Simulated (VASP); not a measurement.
# Sb in VASP: a series of runs

Runs on Sb. Level: LDA. Tasks: single point, relaxation of the atoms.

All numbers are computed with VASP 6.6.1; they aren't measurements. Logs are shortened: lines on timing, memory, paths and dates and some standing lists are left out, and cuts for length are marked.

### 1 The cell of the first run

The cell holds a slab with vacuum, 5 atoms: a = 3.314 Å, b = 3.314 Å, c = 26.822 Å, α = 90.00°, β = 90.00°, γ = 120.00°.

### 2 Single point, LDA

Contents of INCAR:

```
SYSTEM = Sb
  ALGO = Normal
  DIPOL = 0.5 0.5 0.500
  EDIFF = 1E-6
  ENCUT = 520
  GGA = CA
  IDIPOL = 3
  ISIF = 2
  ISMEAR = -1
  LASPH = .True.
  LCHARG = .False.
  LDIPOL = .True.
  LREAL = .False.
  LWAVE = .False.
  NBANDS = 20
  NELM = 60
  PREC = Accurate
  SIGMA = 0.05
```

Contents of KPOINTS:

```
k-points
0
Gamma
  14 14 1
  0 0 0
```

Contents of POSCAR:

```
Sb
1.0
    3.3135280287      0.0000000000      0.0000000000
   -1.6567640144      2.8695994490      0.0000000000
    0.0000000000      0.0000000000     26.8219000000
Sb
5
Direct
    0.8333333333      0.1666666667      0.2994801182
    0.1666666667      0.8333333333      0.3953626039
    0.5000000000      0.5000000000      0.4999999994
    0.8333333333      0.1666666667      0.6046373963
    0.1666666667      0.8333333333      0.7005198821
```

Potentials or basis: VASP PAW LDA potentials, release 64 (Sb).

Started as:

```bash
cat potpaw_LDA.64/Sb/POTCAR > POTCAR
mpirun -np 1 vasp_std > vasp.out
```

OUTCAR:

```text
SYSTEM = Sb
   EDIFF = 1E-6
   ENCUT = 520
   GGA = CA
   ISIF = 2
   ISMEAR = -1
   LASPH = .True.
   LREAL = .False.
   NELM = 60
   PREC = Accurate

 ion  position               nearest neighbor table
   1  0.833  0.167  0.299-   2 3.21   2 3.21   2 3.21
   2  0.167  0.833  0.395-   1 3.21   1 3.21   1 3.21   3 3.40   3 3.40   3 3.40
   3  0.500  0.500  0.500-   2 3.40   2 3.40   2 3.40   4 3.40   4 3.40   4 3.40
   4  0.833  0.167  0.605-   5 3.21   5 3.21   5 3.21   3 3.40   3 3.40   3 3.40
   5  0.167  0.833  0.701-   4 3.21   4 3.21   4 3.21

  LATTYP: Found a hexagonal cell.
 ALAT       =     3.3135280287
 C/A-ratio  =     8.0946651930

  Lattice vectors:

 A1 = (   3.3135280287,   0.0000000000,   0.0000000000)
 A2 = (  -1.6567640144,   2.8695994490,   0.0000000000)
 A3 = (   0.0000000000,   0.0000000000,  26.8219000000)

Analysis of symmetry for initial positions (statically):
=====================================================================
 Subroutine PRICEL returns:
 Original cell was already a primitive cell.

 Routine SETGRP: Setting up the symmetry group for a
 hexagonal supercell.

 Subroutine GETGRP returns: Found 12 space group operations
 (whereof  4 operations were pure point group operations)
 out of a pool of 24 trial point group operations.

The static configuration has the point symmetry C_2h.
 The point group associated with its full space group is D_3d.

Analysis of symmetry for dynamics (positions and initial velocities):
=====================================================================
 Subroutine PRICEL returns:
 Original cell was already a primitive cell.

 Routine SETGRP: Setting up the symmetry group for a
 hexagonal supercell.

 Subroutine GETGRP returns: Found 12 space group operations
 (whereof  4 operations were pure point group operations)
 out of a pool of 24 trial point group operations.

The dynamic configuration has the point symmetry C_2h.
 The point group associated with its full space group is D_3d.

 Subroutine INISYM returns: Found 12 space group operations
 (whereof  4 operations are pure point group operations),
 and found     1 'primitive' translations

----------------------------------------------------------------------------------------

                                     Primitive cell

  volume of cell :     255.0360

  direct lattice vectors                    reciprocal lattice vectors
     3.313528029  0.000000000  0.000000000     0.301793131  0.174240346  0.000000000
    -1.656764014  2.869599449  0.000000000     0.000000000  0.348480691  0.000000000
     0.000000000  0.000000000 26.821900000     0.000000000  0.000000000  0.037282967

  length of vectors
     3.313528029  3.313528029 26.821900000     0.348480691  0.348480691  0.037282967

  position of ions in fractional coordinates (direct lattice)
     0.833333333  0.166666667  0.299480118
     0.166666667  0.833333333  0.395362604
     0.500000000  0.500000000  0.499999999
     0.833333333  0.166666667  0.604637396
     0.166666667  0.833333333  0.700519882

  ion indices of the primitive-cell ions
   primitive index   ion index
                 1           1
                 2           2
                 3           3
                 4           4
                 5           5

----------------------------------------------------------------------------------------

 KPOINTS: k-points

Automatic generation of k-mesh.
 Grid dimensions read from file:
 generate k-points for:   14   14    1

 Generating k-lattice:

  Cartesian coordinates                     Fractional coordinates (reciprocal lattice)
     0.021556652  0.012445739  0.000000000     0.071428571  0.000000000  0.000000000
     0.000000000  0.024891478  0.000000000     0.000000000  0.071428571  0.000000000
     0.000000000  0.000000000  0.037282967     0.000000000  0.000000000  1.000000000

  Length of vectors
     0.024891478  0.024891478  0.037282967

  Shift w.r.t. Gamma in fractional coordinates (k-lattice)
     0.000000000  0.000000000  0.000000000

 Subroutine IBZKPT returns following result:
 ===========================================

 Found     24 irreducible k-points:

 Following reciprocal coordinates:
            Coordinates               Weight
  0.000000  0.000000  0.000000      1.000000
  0.071429 -0.000000  0.000000      6.000000
  0.142857  0.000000  0.000000      6.000000
  0.214286 -0.000000  0.000000      6.000000
  0.285714  0.000000  0.000000      6.000000
  0.357143  0.000000  0.000000      6.000000
[... 16 lines left out ...]
  0.285714  0.285714  0.000000      6.000000
  0.357143  0.285714  0.000000      6.000000
   k-points           NKPTS =     24   k-points in BZ     NKDIM =     24   number of bands    NBANDS=     20
   number of dos      NEDOS =    301   number of ions     NIONS =      5
   total plane-waves  NPLWV = 156800
   dimension x,y,z NGX =    28 NGY =   28 NGZ =  200
   dimension x,y,z NGXF=    56 NGYF=   56 NGZF=  400
   ions per type =               5
   NGX,Y,Z   is equivalent  to a cutoff of  14.05, 14.05, 12.40 a.u.
   NGXF,Y,Z  is equivalent  to a cutoff of  28.10, 28.10, 24.79 a.u.
 SYSTEM =  Sb
   PREC   = accura    normal or accurate (medium, high low for compatibility)
   ISTART =      0    job   : 0-new  1-cont  2-samecut
   ICHARG =      2    charge: 1-file 2-atom 10-const
   ISPIN  =      1    spin polarized calculation?
   LNONCOLLINEAR =      F non collinear calculations
   LSORBIT =      F    spin-orbit coupling
   LASPH  =      T    aspherical Exc in radial PAW
   ENCUT  =  520.0 eV  38.22 Ry    6.18 a.u.   6.16  6.16 49.87*2*pi/ulx,y,z
   NELM   =     60;   NELMIN=  2; NELMDL= -5     # of ELM steps
   EDIFF  = 0.1E-05   stopping-criterion for ELM
   LREAL  =      F    real-space projection
   EDIFFG = 0.1E-04   stopping-criterion for IOM
   NSW    =      0    number of steps for IOM
   IBRION =     -1    ionic relax: 0-MD 1-quasi-New 2-CG
   NFREE  =      0    steps in history (QN), initial steepest desc. (CG)
   ISIF   =      2    stress and relaxation
   ISYM   =      2    0-nonsym 1-usesym 2-fastsym
   POTIM  = 0.5000    time-step for ionic-motion
   TEBEG  =    0.0;   TEEND  =   0.0 temperature during run
   PSTRESS=    0.0 pullay stress
   NELECT =      25.0000    total number of electrons
   NUPDOWN=      -1.0000    fix difference up-down
   EMIN   =  10.00;   EMAX   =-10.00  energy-range for DOS
   EFERMI =   0.00;   METHOD = LEGACY
   ISMEAR =    -1;   SIGMA  =   0.05  broadening in eV -4-tet -1-fermi 0-gaus
   EFERMI_NEDOS =   21; number of points for ismear=-14 and -15
   IALGO  =     38    algorithm
   IMIX   =      4    mixing-type and parameters
     AMIX     =   0.40;   BMIX     =  1.00
     AMIX_MAG =   1.60;   BMIX_MAG =  1.00
  volume/ion in A,a.u.               =      51.01       344.21
  Fermi-wavevector in a.u.,A,eV,Ry     =   0.754839  1.426439  7.752354  0.569782
  Thomas-Fermi vector in A             =   1.852597
   LORBIT       =      0    0 simple, 1 ext, 2 COOP (PROOUT), +10 PAW based schemes
   GGA     = CA    functional components
   LHFCALC =     F    Hartree Fock is set to
   AEXX    =    0.0000 exact exchange contribution
   IVDW    =     0    specifies the selected vdW correction
   LEPSILON=     F    determine dielectric tensor
   LRPA    =     F    only Hartree local field effects (RPA)
 non-spin polarized calculation
  energy-cutoff  :      520.00
  volume of cell :      255.04
 maximum number of plane-waves:      6896
 NGX is ok and might be reduce to    28
   NGX = 13   NGY = 13   NGZ = 99

 number of electron      24.9999999 magnetization

 dipolmoment           0.000000      0.000000      0.000000 electrons x Angstroem

 Free energy of the ion-electron system (eV)
  ---------------------------------------------------
  ext. energy  EPLUGINS =         0.00000000
  ---------------------------------------------------
  free energy    TOTEN  =       -22.15403324 eV

  energy without entropy =      -22.11952552  energy(sigma->0) =      -22.13677938

 E-fermi :   2.4239     XC(G=0):  -5.9226

 val. band max:        2.4218154347   @ k =   0.4286   0.1429   0.0000
 cond. band min:       2.4246025852   @ k =   0.2143   0.2143   0.0000
 fundamental gap:      0.0027871505
 Fermi energy:         2.4238936923

 k-point     1 :       0.0000    0.0000    0.0000
  band No.  band energies     occupation
      1     -10.7655      2.00000
      2     -10.4896      2.00000
      3      -9.4245      2.00000
      4      -8.1919      2.00000
      5      -7.3747      2.00000
      6      -2.9593      2.00000
[... 12 lines left out ...]
     19       7.5078      0.00000
     20       7.5724      0.00000

 k-point     2 :       0.0714   -0.0000    0.0000
  band No.  band energies     occupation
      1     -10.6720      2.00000
      2     -10.3962      2.00000
      3      -9.3326      2.00000
      4      -8.1032      2.00000
      5      -7.2896      2.00000
      6      -2.8649      2.00000
[... 12 lines left out ...]
     19       7.1398      0.00000
     20       7.2857      0.00000

 k-point     3 :       0.1429    0.0000    0.0000
  band No.  band energies     occupation
      1     -10.3924      2.00000
      2     -10.1170      2.00000
      3      -9.0583      2.00000
      4      -7.8389      2.00000
      5      -7.0372      2.00000
      6      -2.5850      2.00000
[... 12 lines left out ...]
     19       6.7971      0.00000
     20       7.1632      0.00000

 k-point     4 :       0.2143   -0.0000    0.0000
  band No.  band energies     occupation
      1      -9.9293      2.00000
      2      -9.6550      2.00000
      3      -8.6060      2.00000
      4      -7.4073      2.00000
      5      -6.6292      2.00000
      6      -2.1327      2.00000
[... 429 lines left out ...]
 k-point    23 :       0.2857    0.2857    0.0000
  band No.  band energies     occupation
      1      -6.6481      2.00000
      2      -6.4569      2.00000
      3      -5.7661      2.00000
      4      -5.3318      2.00000
      5      -5.1668      2.00000
      6      -2.0036      2.00000
[... 12 lines left out ...]
     19       3.8183      0.00000
     20       4.5708      0.00000

 k-point    24 :       0.3571    0.2857    0.0000
  band No.  band energies     occupation
      1      -6.0086      2.00000
      2      -5.9931      2.00000
      3      -5.6360      2.00000
      4      -5.4539      2.00000
      5      -5.3566      2.00000
      6      -2.2646      2.00000
[... 12 lines left out ...]
     19       3.8520      0.00000
     20       4.0848      0.00000

------------------------ aborting loop because EDIFF is reached ----------------------------------------

 vacuum level on the upper side and lower side of the slab       (xc-potential included)        -0.155        -0.155

  FORCE on cell =-STRESS in cart. coord.  units (eV):
  Direction    XX          YY          ZZ          XY          YZ          ZX
  --------------------------------------------------------------------------------------
  -------------------------------------------------------------------------------------
  Total       -1.4670041     -1.4670041      0.1794227      0.0000000      0.0000000      0.0000000
  in kB       -9.2159571     -9.2159571      1.1271624      0.0000000      0.0000000      0.0000000
  external PRESSURE =      -5.7682506 kB  Pullay stress =       0.0000000 kB

 VOLUME and BASIS-vectors are now :
 -----------------------------------------------------------------------------
  energy-cutoff  :      520.00
  volume of cell :      255.04
      direct lattice vectors                 reciprocal lattice vectors
     3.313528029  0.000000000  0.000000000     0.301793131  0.174240346  0.000000000
    -1.656764014  2.869599449  0.000000000     0.000000000  0.348480691  0.000000000
     0.000000000  0.000000000 26.821900000     0.000000000  0.000000000  0.037282967

 POSITION                                       TOTAL-FORCE (eV/Angst)
 -----------------------------------------------------------------------------------
      2.48515      0.47827      8.03263         0.000000      0.000000     -0.031220
     -0.82838      2.39133     10.60438         0.000000     -0.000000      0.026025
      0.82838      1.43480     13.41095         0.000000      0.000000     -0.000000
      2.48515      0.47827     16.21752        -0.000000      0.000000     -0.026025
     -0.82838      2.39133     18.78927        -0.000000     -0.000000      0.031220
 -----------------------------------------------------------------------------------
    total drift:                                0.000000     -0.000000      0.000006

  FREE ENERGIE OF THE ION-ELECTRON SYSTEM (eV)
  ---------------------------------------------------
  free  energy   TOTEN  =       -22.1540332404 eV

  energy  without entropy=      -22.1195255171  energy(sigma->0) =      -22.13677938

 vacuum level on the upper side and lower side of the slab         6.665         6.665
```

Run time: 3.1 min. Hardware: 1 thread of Intel Xeon Platinum 8488C (Sapphire Rapids), shared host; peak memory 0.34 GiB.

Results:

* Free energy: -22.1540 eV
* Largest force: 0.031 eV/Å
* Band gap on the k mesh: zero (an odd number of electrons rules out a gap without spin polarisation)

Forces on the atoms (eV/Å):
```
Sb   0.000  0.000 -0.031
Sb   0.000  0.000  0.026
Sb   0.000  0.000  0.000
Sb   0.000  0.000 -0.026
Sb   0.000  0.000  0.031
```

Caveat: spin-orbit coupling is left out, which moves the levels of the heavy elements.

### 3 Single point, LDA

Contents of INCAR:

```
SYSTEM = Sb
  PREC = Accurate
  ENCUT = 520
  EDIFF = 1E-7
  ISMEAR = -1
  SIGMA = 0.05
  LREAL = .False.
  LASPH = .True.
  NELM = 60
  ALGO = Normal
  ISIF = 2
  LWAVE = .False.
  LCHARG = .False.
  LDIPOL = .True.
  IDIPOL = 3
  DIPOL = 0.5 0.5 0.500
  GGA = CA
  NBANDS = 20
```

Contents of KPOINTS:

```
regular mesh
0
Gamma
  14 14 1
  0 0 0
```

Contents of POSCAR:

```
Sb
1.0
    3.3135280287      0.0000000000      0.0000000000
   -1.6567640144      2.8695994490      0.0000000000
    0.0000000000      0.0000000000     26.8219000000
Sb
5
Direct
    0.8333333333      0.1666666667      0.2992604612
    0.1666666667      0.8333333333      0.3953336215
    0.5000000000      0.5000000000      0.4999999999
    0.8333333333      0.1666666667      0.6046663786
    0.1666666667      0.8333333333      0.7007395388
```

Potentials or basis: VASP PAW LDA potentials, release 64 (Sb).

Started as:

```bash
cat potpaw_LDA.64/Sb/POTCAR > POTCAR
mpirun -np 1 vasp_std > vasp.out
```

Wall time 3.9 min (1 thread of Intel Xeon Platinum 8488C (Sapphire Rapids), shared host); peak memory 0.34 GiB.

The run converged. Its results:

| Quantity | Value |
| --- | --- |
| Free energy | -22.1543 eV |
| Largest force | 0.021 eV/Å |
| Band gap on the k mesh | zero (an odd number of electrons rules out a gap without spin polarisation) |

Forces in eV/Å, atoms in the order of the input:
```
Sb   0.000  0.000 -0.021
Sb   0.000  0.000  0.017
Sb   0.000  0.000  0.000
Sb   0.000  0.000 -0.017
Sb   0.000  0.000  0.021
```

Levels at points of the mesh, in eV from the Fermi level:
```tsv
k point	band 9	band 10	band 11	band 12	band 13	band 14	band 15	band 16
(0.00, 0.00, 0.00)	1.00	2.91	3.84	3.84	3.99	3.99	4.02	4.61
(0.50, 0.00, 0.00)	-4.16	-4.03	-0.99	-0.74	-0.09	0.50	0.79	1.09
```

Caveat: spin-orbit coupling is left out, which moves the levels of the heavy elements.

### 4 Single point, LDA

Contents of INCAR:

```
  ALGO = Normal
  DIPOL = 0.5 0.5 0.500
  EDIFF = 1E-7
  ENCUT = 520
  IDIPOL = 3
  ISIF = 2
  ISMEAR = -1
  LASPH = True
  LCHARG = True
  LDIPOL = True
  LELF = True
  LREAL = False
  LVACPOTAV = True
  LVHAR = True
  LWAVE = False
  NBANDS = 20
  NELM = 100
  PREC = Accurate
  SIGMA = 0.05
```

Contents of KPOINTS:

```
k-points
0
Gamma
  14 14 1
```

Contents of POSCAR:

```
Sb
1.0
    3.3135280288      0.0000000000      0.0000000000
   -1.6567640144      2.8695994490      0.0000000000
    0.0000000000      0.0000000000     26.8219000000
Sb
5
Direct
    0.8333333333      0.1666666667      0.2994801182
    0.1666666667      0.8333333333      0.3953626039
    0.5000000000      0.5000000000      0.4999999994
    0.8333333333      0.1666666667      0.6046373963
    0.1666666667      0.8333333333      0.7005198821
```

Started as:

```bash
cat potpaw_LDA.64/Sb/POTCAR > POTCAR
mpirun -np 1 vasp_std > vasp.out
```

Wall time 4 min (1 thread of Intel Xeon Platinum 8488C (Sapphire Rapids), shared host); peak memory 0.34 GiB.

It converged, with:

* Free energy: -22.1540 eV
* Largest force: 0.031 eV/Å
* Band gap on the k mesh: zero (an odd number of electrons rules out a gap without spin polarisation)

Forces on the atoms (eV/Å):
```
Sb   0.000  0.000 -0.031
Sb   0.000  0.000  0.026
Sb   0.000  0.000  0.000
Sb   0.000  0.000 -0.026
Sb   0.000  0.000  0.031
```

Levels at points of the mesh, in eV from the Fermi level:
```
           k point  band 8  band 9  band 10  band 11  band 12  band 13  band 14  band 15  band 16  band 17
(0.00, 0.00, 0.00)   -1.46    1.02     2.92     3.83     3.83     3.98     3.98     4.02     4.61     4.63
(0.50, 0.00, 0.00)   -4.72   -4.16    -4.03    -0.99    -0.74    -0.08     0.49     0.78     1.10     1.81
```

Caveat: spin-orbit coupling is left out, which moves the levels of the heavy elements.

### 5 Single point, LDA

Contents of INCAR:

```
ALGO = Normal
EDIFF = 1E-6
ENCUT = 520
GGA = CA
ISIF = 2
ISMEAR = -1
LASPH = True
LCHARG = False
LREAL = False
LWAVE = False
NBANDS = 20
NELM = 80
PREC = Accurate
SIGMA = 0.05
```

KPOINTS is that of step 4.

POSCAR is that of step 4.

Started as:

```bash
cat potpaw_LDA.64/Sb/POTCAR > POTCAR
mpirun -np 1 vasp_std > vasp.out
```

It took 3.3 min on 1 thread of Intel Xeon Platinum 8488C (Sapphire Rapids), shared host; peak memory 0.34 GiB.

It converged, with:

- Free energy: -22.1540 eV
- Largest force: 0.031 eV/Å
- Band gap on the k mesh: zero (an odd number of electrons rules out a gap without spin polarisation)

Forces on the atoms (eV/Å):
```
Sb   0.000  0.000 -0.031
Sb   0.000  0.000  0.026
Sb   0.000  0.000  0.000
Sb   0.000  0.000 -0.026
Sb   0.000  0.000  0.031
```

Levels at points of the mesh, in eV from the Fermi level:
| k point | band 10 | band 11 | band 12 | band 13 | band 14 | band 15 |
| --- | --- | --- | --- | --- | --- | --- |
| (0.00, 0.00, 0.00) | 2.92 | 3.83 | 3.83 | 3.98 | 3.98 | 4.02 |
| (0.50, 0.00, 0.00) | -4.03 | -0.99 | -0.74 | -0.08 | 0.49 | 0.78 |

Caveat: spin-orbit coupling is left out, which moves the levels of the heavy elements.

(Continued in part 2 of 2.)
